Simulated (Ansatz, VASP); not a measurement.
**One calculation of CaO, two programs**

```
CELL_PARAMETERS angstrom
4.00437 0.00000 0.00000
-2.00219 3.46789 0.00000
0.00000 0.00000 4.80797
ATOMIC_POSITIONS crystal
Ca 0.33333 0.66667 0.75000
Ca 0.66667 0.33333 0.25000
O 0.33333 0.66667 0.25000
O 0.66667 0.33333 0.75000
```

Alike in both runs: functional PBE; k mesh 6 × 6 × 6; occupations gaussian, width 0.02 eV; no spin polarisation.

Ansatz relaxed the structure, and its values are those at the end. VASP's run is a single point on that final structure, the one shown.

```csv
,VASP,Ansatz
version,VASP 6.6.1,Ansatz 0.2.0
potentials or method,"VASP PAW PBE potentials, release 64 (Ca_sv, O), cutoff 520 eV","scalar-relativistic, plane waves, PAW"
valence electrons in the cell,32,32
```

Ansatz gave:

| Item | Value |
| --- | --- |
| gap on the k mesh at the Fermi level (eV) | 3.14 |
| least direct gap on the mesh (eV) | 3.14 |
| pressure (GPa) | 0.0 |

**Question.** Estimate VASP's values.

**Answer.** gap on the k mesh at the Fermi level (eV): 3.13; least direct gap on the mesh (eV): 3.13; pressure (GPa): 0.5.
